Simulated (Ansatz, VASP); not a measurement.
**Two plane-wave programs on BN**

File INCAR:

```
SYSTEM = BN
PREC = Accurate
ENCUT = 520
EDIFF = 1E-6
ISMEAR = 0
SIGMA = 0.05
LREAL = .FALSE.
LASPH = .TRUE.
NELM = 100
ALGO = Normal
ISIF = 2
LWAVE = .FALSE.
LCHARG = .FALSE.
GGA = PE
NBANDS = 16
```

Contents of KPOINTS:

```
regular mesh
0
G
  15 15 4
  0 0 0
```

Contents of POSCAR:

```
BN
1.0
    2.4982400000      0.0000000000      0.0000000000
   -1.2491200000      2.1635393048      0.0000000000
    0.0000000000      0.0000000000      6.6357000000
B N
2 2
Direct
    0.3333333333      0.6666666667      0.2500000000
    0.6666666667      0.3333333333      0.7500000000
    0.3333333333      0.6666666667      0.7500000000
    0.6666666667      0.3333333333      0.2500000000
```

Input for Ansatz:

```yaml
crystal:
  lattice:
    - [2.49824, 0.0, 0.0]
    - [-1.24912, 2.1635393048, 0.0]
    - [0.0, 0.0, 6.6357]
  atoms:
    - { symbol: B, position: [0.3333333333, 0.6666666667, 0.25] }
    - { symbol: B, position: [0.6666666667, 0.3333333333, 0.75] }
    - { symbol: "N", position: [0.3333333333, 0.6666666667, 0.75] }
    - { symbol: "N", position: [0.6666666667, 0.3333333333, 0.25] }
basis:
  ecutwfc: 500
  fft_grid_basis: typed
kpoints:
  mp_grid: { grid: [15, 15, 4] }
hamiltonian:
  xc: pbe
scf:
  occupations: { method: gaussian, width: 0.05 }
output:
  forces: true
  stress: true
  eigenvalues: true
  bader: true
  write_density: true
  volumetric_format: npy
  elf: true
```

Alike in both runs: task single point; functional PBE; k mesh 15 × 15 × 4; occupations gaussian, width 0.05 eV; no spin polarisation.

```csv
,VASP,Ansatz
version,VASP 6.6.1,Ansatz 0.2.0
potentials or method,"VASP PAW PBE potentials, release 64 (B, N), cutoff 520 eV","scalar-relativistic, plane waves, PAW"
valence electrons in the cell,16,16
```

VASP gave:

- gap on the k mesh at the Fermi level (eV): 4.30
- pressure (GPa): 5.2
- traceless stress, the component that is largest in VASP (GPa): -2.29

Task: Estimate Ansatz's values.

Result: gap on the k mesh at the Fermi level (eV): 4.31; pressure (GPa): 5.1; traceless stress, the component that is largest in VASP (GPa): -2.10.
